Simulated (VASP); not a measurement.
K2S: relaxation of cell and atoms with PBE

The system is K2S.

```
CELL_PARAMETERS angstrom
0.00000 3.70694 3.70694
3.70694 0.00000 3.70694
3.70694 3.70694 0.00000
ATOMIC_POSITIONS crystal
K 0.75000 0.75000 0.75000
K 0.25000 0.25000 0.25000
S 0.00000 0.00000 0.00000
```

```
Program                : VASP 6.6.1
Task                   : relaxation of cell and atoms
Functional             : PBE
Potentials or basis    : VASP PAW PBE potentials, release 64 (K_sv, S)
Cutoff                 : 500 eV
k mesh                 : 6 × 6 × 6
Occupations            : fermi-dirac, width 0.02 eV
Spin                   : no spin polarisation
Dipole correction      : no
Further INCAR settings : ALGO = Normal; EDIFF = 1e-07; IBRION = 2; EDIFFG = -0.005; NSW = 80; ISIF = 3
```

```json
{
 "Relaxed volume": "34.70 Å³/atom",
 "Relaxed cell": "a = 5.280 Å, b = 5.280 Å, c = 5.280 Å, α = 60.00°, β = 60.00°, γ = 60.00°",
 "Space group after relaxing (to 0.1 Å)": "Fm-3m (No. 225)",
 "Energy gained by relaxing": "0.9 meV/atom",
 "Ionic steps": "3",
 "Pressure after relaxing": "0.0 GPa",
 "Band gap on the k mesh": "2.32 eV (least direct gap 2.49 eV)"
}
```

The path:
```
step  energy change (eV)  largest force (eV/Å)  pressure (GPa)  volume (Å³)
   1              0.0000                0.0000            0.41       101.88
   2             -0.0023                0.0000            0.16       103.17
   3             -0.0027                0.0000           -0.01       104.11
```

Final structure:
```cif
data_structure
_symmetry_space_group_name_H-M 'P 1'
_symmetry_Int_Tables_number 1
_cell_length_a 5.2805
_cell_length_b 5.2805
_cell_length_c 5.2805
_cell_angle_alpha 60.000
_cell_angle_beta 60.000
_cell_angle_gamma 60.000
_cell_volume 104.11
loop_
_atom_site_label
_atom_site_type_symbol
_atom_site_fract_x
_atom_site_fract_y
_atom_site_fract_z
_atom_site_occupancy
K1 K 0.75000 0.75000 0.75000 1
K2 K 0.25000 0.25000 0.25000 1
S1 S 0.00000 0.00000 0.00000 1
```

Levels at points of the mesh, in eV from the valence-band top:
```tsv
k point	band 8	band 9	band 10	band 11	band 12	band 13	band 14	band 15	band 16
(0.00, 0.00, 0.00)	-12.63	-9.59	-0.17	-0.17	-0.17	2.32	5.46	5.46	7.38
(0.50, 0.00, 0.00)	-12.75	-9.42	-0.60	-0.06	-0.06	4.67	4.90	5.78	5.78
(0.50, 0.50, 0.00)	-12.57	-9.37	-0.72	0.00	0.00	3.50	5.24	6.46	6.58
```

Wall time 2.1 min on 1 thread of Intel Xeon 8259CL, with other jobs on the host, peak memory 0.25 GiB.

A k mesh can miss the band edges.
